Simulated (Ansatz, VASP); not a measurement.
**Te2Mo: VASP beside Ansatz**

File INCAR:

```
  PREC = Accurate
  ENCUT = 520
  EDIFF = 1E-7
  ISMEAR = 0
  SIGMA = 0.02
  LREAL = False
  LASPH = True
  NELM = 100
  ALGO = Normal
  ISIF = 2
  LWAVE = False
  LCHARG = True
  GGA = PE
  IVDW = 12
  LELF = True
  LVHAR = True
  NBANDS = 35
```

KPOINTS

```
regular mesh
0
Gamma
  9 9 2
```

Contents of POSCAR:

```
Te2Mo
1.0
    3.4963746849      0.0000000000      0.0000000000
   -1.7481873424      3.0279492983      0.0000000000
    0.0000000000      0.0000000000     13.7017381162
Te Mo
4 2
Direct
    0.3333333333      0.6666666667      0.6173473944
    0.6666666667      0.3333333333      0.1173473944
    0.3333333333      0.6666666667      0.8826526056
    0.6666666667      0.3333333333      0.3826526056
    0.3333333333      0.6666666667      0.2500000000
    0.6666666667      0.3333333333      0.7500000000
```

Input for Ansatz:

```yaml
crystal:
  lattice:
    - [3.4963746849, 0.0, 0.0]
    - [-1.7481873424, 3.0279492983, 0.0]
    - [0.0, 0.0, 13.7017381162]
  atoms:
    - { symbol: Te, position: [0.3333333333, 0.6666666667, 0.6173473944] }
    - { symbol: Te, position: [0.6666666667, 0.3333333333, 0.1173473944] }
    - { symbol: Te, position: [0.3333333333, 0.6666666667, 0.8826526056] }
    - { symbol: Te, position: [0.6666666667, 0.3333333333, 0.3826526056] }
    - { symbol: Mo, position: [0.3333333333, 0.6666666667, 0.25] }
    - { symbol: Mo, position: [0.6666666667, 0.3333333333, 0.75] }
basis:
  ecutwfc: 420
kpoints:
  mp_grid: { grid: [9, 9, 2] }
  band_path: { path: [VBM, CBM], npoints: 2 }
hamiltonian:
  xc: pbe
  dispersion: d3bj
scf:
  occupations: { method: gaussian, width: 0.02 }
output:
  forces: false
  stress: false
  eigenvalues: true
checkpoint:
  read: start.run
  write: ck
  compress: false
  write_wavefunctions: false
  write_every: 100000
```

Alike in both runs: task single point; functional PBE; dispersion D3(BJ); k mesh 9 × 9 × 2; occupations gaussian, width 0.02 eV; no spin polarisation.

|  | VASP | Ansatz |
| --- | --- | --- |
| version | VASP 6.6.1 | Ansatz 0.2.0 |
| potentials or method | VASP PAW PBE potentials, release 64 (Te, Mo_sv), cutoff 520 eV | scalar-relativistic, plane waves, PAW |
| valence electrons in the cell | 52 | 92 |

```tsv
	VASP	Ansatz	Ansatz less VASP
gap on the k mesh at the Fermi level (eV)	0.67	0.67	+0.006
least direct gap on the mesh (eV)	1.04	1.03	-0.007
```

VASP's potentials hold 52 valence electrons a cell and Ansatz's 92, so a difference there can come from the potentials and not from the codes.

Spin-orbit coupling is off throughout.
